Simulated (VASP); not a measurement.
Input of a VASP 6.6.1 run:

The input INCAR:

```
ALGO = Normal
EDIFF = 1E-6
ENCUT = 520
GGA = PE
ISIF = 2
ISMEAR = -1
LASPH = True
LCHARG = True
LELF = True
LREAL = False
LVHAR = True
LWAVE = False
NBANDS = 11
NELM = 60
PREC = Accurate
SIGMA = 0.02
```

The input KPOINTS:

```
k-points
0
Gamma
  10 10 10
```

POSCAR

```
BAs
1.0
    0.0000000000      2.3201115760      2.4249710624
    2.3201115760      0.0000000000      2.4249710624
    2.3201115760      2.3201115760      0.0000000000
B As
1 1
Direct
    0.0000000000      0.0000000000      0.0000000000
    0.2500000000      0.2500000000      0.2500000000
```

Potentials or basis: VASP PAW PBE potentials, release 64 (B, As).

Command:

```console
$ cat potpaw_PBE.64/B/POTCAR potpaw_PBE.64/As/POTCAR > POTCAR
$ mpirun -np 1 vasp_std > vasp.out
```

(1) What does it give for the pressure?

(2) Predict the band gap on the k mesh.

## Answers

(1) 10.2 GPa.

(2) 0.79 eV, indirect (least direct gap 3.10 eV).

Caveat: the cell differs from its parent crystal (epitaxial xy strain -3.0%).
